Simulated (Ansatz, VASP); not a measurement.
C: VASP beside Ansatz

File INCAR:

```
PREC     = Accurate       # precision mode
ENCUT    = 520            # plane-wave cutoff, eV
EDIFF    = 1E-7           # SCF threshold, eV
ISMEAR   = 0              # smearing method
SIGMA    = 0.1            # smearing width, eV
LREAL    = F              # projectors in reciprocal space
LASPH    = T              # aspherical terms in the spheres
NELM     = 100            # most SCF steps
ALGO     = Normal         # electronic algorithm
ISIF     = 2              # what is computed and relaxed
LWAVE    = F              # write WAVECAR
LCHARG   = F              # write CHGCAR
LDIPOL   = T            
IDIPOL   = 3            
DIPOL    = 0.5 0.5 0.335
GGA      = PE             # functional
IVDW     = 12             # dispersion correction
NBANDS   = 16             # bands
```

KPOINTS

```
Automatic mesh
0
Gamma
  15 15 1
```

Contents of POSCAR:

```
C
1.0
    2.4656524409      0.0000000000      0.0000000000
   -1.2328262205      2.1353176508      0.0000000000
    0.0000000000      0.0000000000     17.5000663883
C
4
Direct
    0.6666666667      0.3333333333      0.2571437784
    0.3333333333      0.6666666667      0.2571418816
    1.1666666667      0.3333333333      0.4120022306
    0.8333333333      0.6666666667      0.4120003338
```

Input for Ansatz:

```yaml
crystal:
  lattice:
    - [2.4656524409, 0.0, 0.0]
    - [-1.2328262205, 2.1353176508, 0.0]
    - [0.0, 0.0, 17.5000663883]
  atoms:
    - { symbol: C, position: [0.6666666667, 0.3333333333, 0.2571437784] }
    - { symbol: C, position: [0.3333333333, 0.6666666667, 0.2571418816] }
    - { symbol: C, position: [1.1666666667, 0.3333333333, 0.4120022306] }
    - { symbol: C, position: [0.8333333333, 0.6666666667, 0.4120003338] }
basis:
  ecutwfc: 420
kpoints:
  mp_grid: { grid: [15, 15, 1] }
hamiltonian:
  xc: pbe
  pseudopotentials: { kind: paw, azcp: { folder: soft_1 } }
  dispersion: d3bj
scf:
  occupations: { method: gaussian, width: 0.1 }
output:
  forces: true
  eigenvalues: true
  write_density: true
  write_potential: true
  elf: true
  volumetric_format: npy
efield:
  axis: 3
  dipole_correction: true
  ramp_width: 0.04
```

Alike in both runs: task single point; functional PBE; dispersion D3(BJ); k mesh 15 × 15 × 1; occupations gaussian, width 0.1 eV; no spin polarisation.

|  | VASP | Ansatz |
| --- | --- | --- |
| version | VASP 6.6.1 | Ansatz 0.2.0 |
| potentials or method | VASP PAW PBE potentials, release 64 (C), cutoff 520 eV | scalar-relativistic, plane waves, PAW |
| valence electrons in the cell | 16 | 16 |

```tsv
	VASP	Ansatz	Ansatz less VASP
gap on the k mesh at the Fermi level (eV)	0.40	0.40	+0.001
least direct gap on the mesh (eV)	0.66	0.66	-0.001
rms of the force components (eV/Å)	0.265	0.264	-0.0004
```

Atom by atom the forces differ by 0.000 eV/Å (rms over components). Ansatz's warnings: structure snapped to symmetry, xc potential rough in thin density.
